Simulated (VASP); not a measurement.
Write the native input for VASP 6.6.1 that does the following.

* Task: single point
* Functional: LDA
* Potentials or basis: VASP PAW LDA potentials, release 64 (Si, C)
* Cutoff: 520 eV
* k mesh: 15 × 15 × 15
* Occupations: fermi-dirac, width 0.05 eV
* Spin: no spin polarisation
* Dipole correction: no
* Further INCAR settings: ALGO = Normal; EDIFF = 1e-06; NBANDS = 11

The structure of SiC (rocksalt type) lies in POSCAR:

```
SiC
1.0
    0.0000000000      1.8599916391      1.8599916391
    1.8599916391      0.0000000000      1.8599916391
    1.8599916391      1.8599916391      0.0000000000
Si C
1 1
Direct
    0.0000000000      0.0000000000      0.0000000000
    0.5000000000      0.5000000000      0.5000000000
```

This cell differs from its parent crystal: volume scaled by 0.8.

One way to write it, as run:

INCAR

```
SYSTEM = SiC
PREC = Accurate
ENCUT = 520
EDIFF = 1E-6
ISMEAR = -1
SIGMA = 0.05
LREAL = .False.
LASPH = .True.
NELM = 100
ALGO = Normal
ISIF = 2
LWAVE = .False.
LCHARG = .False.
GGA = CA
NBANDS = 11
```

KPOINTS

```
regular mesh
0
Gamma
  15 15 15
  0 0 0
```

Potentials or basis: VASP PAW LDA potentials, release 64 (Si, C).

Command:

```bash
$ cat potpaw_LDA.64/Si/POTCAR potpaw_LDA.64/C/POTCAR > POTCAR
$ mpirun -np 1 vasp_std > vasp.out
```

It gave:

| Item | Value |
| --- | --- |
| Pressure | 98.7 GPa |
| Band gap on the k mesh | 1.03 eV, indirect (least direct gap 6.37 eV) |

Run time: 15 s on 1 thread of AMD EPYC 7R43 64-Core Processor (Zen 3) (shared host), peak memory 0.09 GiB.
